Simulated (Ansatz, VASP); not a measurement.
## Rh in VASP and in Ansatz

POSCAR

```
Rh
1.0
    1.4210446743      0.8204405252      6.8678197437
   -1.4210446743      0.8204405252      6.8678197437
    0.0000000000     -1.6408810505      6.8678197437
Rh
3
Direct
    0.0000000000      0.0000000000      0.0000000000
    0.2222200000      0.2222200000      0.2222200000
    0.7777800000      0.7777800000      0.7777800000
```

The input INCAR.step1:

```
SYSTEM = Rh
PREC     = Accurate       ! precision mode
ENCUT    = 520            ! plane-wave cutoff, eV
ISMEAR   = 0              ! smearing method
SIGMA    = 0.1            ! smearing width, eV
LREAL    = .FALSE.        ! projectors in reciprocal space
LASPH    = .TRUE.         ! aspherical terms in the spheres
NELM     = 100            ! most SCF steps
NBANDS   = 30             ! bands
GGA      = PE             ! functional
ALGO     = Normal         ! electronic algorithm
EDIFF    = 1E-4           ! SCF threshold, eV
LWAVE    = .TRUE.         ! write WAVECAR
LCHARG   = .FALSE.        ! write CHGCAR
```

File INCAR.step2:

```
SYSTEM = Rh
PREC     = Accurate       ! precision mode
ENCUT    = 520            ! plane-wave cutoff, eV
EDIFF    = 1E-6           ! SCF threshold, eV
ISMEAR   = 0              ! smearing method
SIGMA    = 0.1            ! smearing width, eV
LREAL    = .FALSE.        ! projectors in reciprocal space
LASPH    = .TRUE.         ! aspherical terms in the spheres
NELM     = 100            ! most SCF steps
ALGO     = Normal         ! electronic algorithm
ISIF     = 2              ! what is computed and relaxed
LWAVE    = .FALSE.        ! write WAVECAR
LCHARG   = .TRUE.         ! write CHGCAR
METAGGA  = R2SCAN         ! meta-GGA
LMIXTAU  = .TRUE.       
LELF     = .TRUE.         ! ELF
LVHAR    = .TRUE.       
NBANDS   = 30             ! bands
ISTART   = 1
```

File KPOINTS:

```
Automatic mesh
0
G
  9 9 9
  0 0 0
```

Input for Ansatz:

```yaml
crystal:
  lattice:
    - [1.4210446743, 0.8204405252, 6.8678197437]
    - [-1.4210446743, 0.8204405252, 6.8678197437]
    - [0.0, -1.6408810505, 6.8678197437]
  atoms:
    - { symbol: Rh, position: [0.0, 0.0, 0.0] }
    - { symbol: Rh, position: [0.22222, 0.22222, 0.22222] }
    - { symbol: Rh, position: [0.77778, 0.77778, 0.77778] }
basis:
  ecutwfc: 500
kpoints:
  mp_grid: { grid: [9, 9, 9] }
hamiltonian:
  xc: r2scan
scf:
  occupations: { method: gaussian, width: 0.1 }
  lower_state_search: "off"
output:
  forces: true
  stress: true
  eigenvalues: true
```

Alike in both runs: task single point; functional r2SCAN; k mesh 9 × 9 × 9; occupations gaussian, width 0.1 eV; no spin polarisation.

```csv
,VASP,Ansatz
version,VASP 6.6.1,Ansatz 0.2.0
potentials or method,"VASP PAW PBE potentials, release 64 (Rh_pv), cutoff 520 eV","scalar-relativistic, plane waves, PAW"
valence electrons in the cell,45,51
```

```tsv
	VASP	Ansatz	Ansatz less VASP
gap on the k mesh at the Fermi level (eV)	none	none	-
rms of the force components (eV/Å)	0.057	0.057	+0.0005
```

VASP's potentials were made for PBE, not for r2SCAN. Atom by atom the forces differ by 0.001 eV/Å (rms over components). A gap of «none» marks a metal or a gap that the smearing closes. VASP's potentials hold 45 valence electrons a cell and Ansatz's 51, so a difference there can come from the potentials and not from the codes.
